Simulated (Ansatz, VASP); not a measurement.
Two plane-wave programs on KI

```xyz
2
Lattice="0.0000 3.5396 3.5873 3.5396 0.0000 3.5873 3.5396 3.5396 0.0000" Properties=species:S:1:pos:R:3 pbc="T T T"
K     0.0000    0.0000   -0.1276
I     3.5396    3.5396    3.6266
```

Change from the starting cell: mode 6 frozen in at -0.128 Å, equal normal strain along x and y -0.0133.

Alike in both runs: task single point; functional PBE; k mesh 6 × 6 × 6; occupations gaussian, width 0.05 eV; no spin polarisation.

```csv
,VASP,Ansatz
version,VASP 6.6.1,Ansatz 0.2.0
potentials or method,"VASP PAW PBE potentials, release 64 (K_sv, I), cutoff 520 eV","scalar-relativistic, plane waves, PAW"
valence electrons in the cell,16,26
```

```tsv
	VASP	Ansatz	Ansatz less VASP
gap on the k mesh at the Fermi level (eV)	3.92	3.93	+0.004
least direct gap on the mesh (eV)	3.92	3.93	+0.004
pressure (GPa)	0.5	0.4	-0.03
rms of the force components (eV/Å)	0.088	0.087	-0.0009
```

Atom by atom the forces differ by 0.001 eV/Å (rms over components). VASP's potentials hold 16 valence electrons a cell and Ansatz's 26, so a difference there can come from the potentials and not from the codes.

Neither program's run includes spin-orbit coupling.
